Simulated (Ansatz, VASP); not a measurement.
This is a calculation of CuO for VASP 6.6.1.

The input INCAR:

```
ALGO = Normal ; EDIFF = 1E-6
EDIFFG = -0.01 ; ENCUT = 600
GGA = PE ; IBRION = 2
ISIF = 3 ; ISMEAR = -1
IVDW = 12 ; LASPH = T
LCHARG = F ; LREAL = F
LWAVE = F ; NELM = 100
NSW = 60 ; PREC = Accurate
SIGMA = 0.05
```

File KPOINTS:

```
k-points
0
Gamma
  7 7 7
```

POSCAR

```
CuO
1.0
    4.1609370000      0.0000000000      0.0000000000
    0.0000000000      4.1609370000      0.0000000000
    0.0000000000      0.0000000000      3.8876430000
Cu O
3 3
Direct
    0.5000000000      0.0000000000      0.5000000000
    0.0000000000      0.5000000000      0.5000000000
    0.0000000000      0.0000000000      0.0000000000
    0.0000000000      0.0000000000      0.5000000000
    0.5000000000      0.0000000000      0.0000000000
    0.0000000000      0.5000000000      0.0000000000
```

Potentials or basis: VASP PAW PBE potentials, release 64 (Cu, O).

Launch:

```sh
$ cat potpaw_PBE.64/Cu/POTCAR potpaw_PBE.64/O/POTCAR > POTCAR
$ mpirun -np 1 vasp_std > vasp.out
```

Problem. Translate it to Ansatz 0.2.0. Potentials there: Ansatz PAW.

Solution. As run (the cutoff follows the program's own potentials):

Contents of input.yaml:

```yaml
crystal:
  lattice:
    - [4.160937, 0.0, 0.0]
    - [0.0, 4.160937, 0.0]
    - [0.0, 0.0, 3.887643]
  atoms:
    - { symbol: Cu, position: [0.5, 0.0, 0.5] }
    - { symbol: Cu, position: [0.0, 0.5, 0.5] }
    - { symbol: Cu, position: [0.0, 0.0, 0.0] }
    - { symbol: O, position: [0.0, 0.0, 0.5] }
    - { symbol: O, position: [0.5, 0.0, 0.0] }
    - { symbol: O, position: [0.0, 0.5, 0.0] }
hamiltonian:
  xc: pbe
  pseudopotentials: { kind: paw }
  dispersion: d3bj
kpoints:
  mp_grid: { grid: [7, 7, 7] }
scf:
  occupations: { method: fermi_dirac, width: 0.05 }
output:
  forces: true
  stress: true
  eigenvalues: true
relax:
  f_tol: 0.01
  max_steps: 40
  cell: { stress_tol: 0.05 }
```

Potentials or basis: Ansatz PAW.

Command:

```console
$ ansatz run input.yaml --threads 2 --pin off --max-ram 5632MiB --backend cpu --events-out ev --progress --plain --runs-dir out
```

Both were run:

|  | VASP | Ansatz | Ansatz less VASP |
| --- | --- | --- | --- |
| gap on the k mesh at the Fermi level, each at its own relaxed structure (eV) | none | none | - |
| relaxed volume (Å³/atom) | 11.05 | 11.04 | -0.010 |
| relaxed cell length with the largest relative difference (Å) | 3.891 | 3.877 | -0.0140 |

A gap of «none» marks a metal or a gap that the smearing closes. VASP's potentials hold 51 valence electrons a cell and Ansatz's 75, so a difference there can come from the potentials and not from the codes.

Noted on Ansatz's run: the plane-wave basis is chosen anew once the cell has moved, so the energies of steps on either side of that aren't comparable.
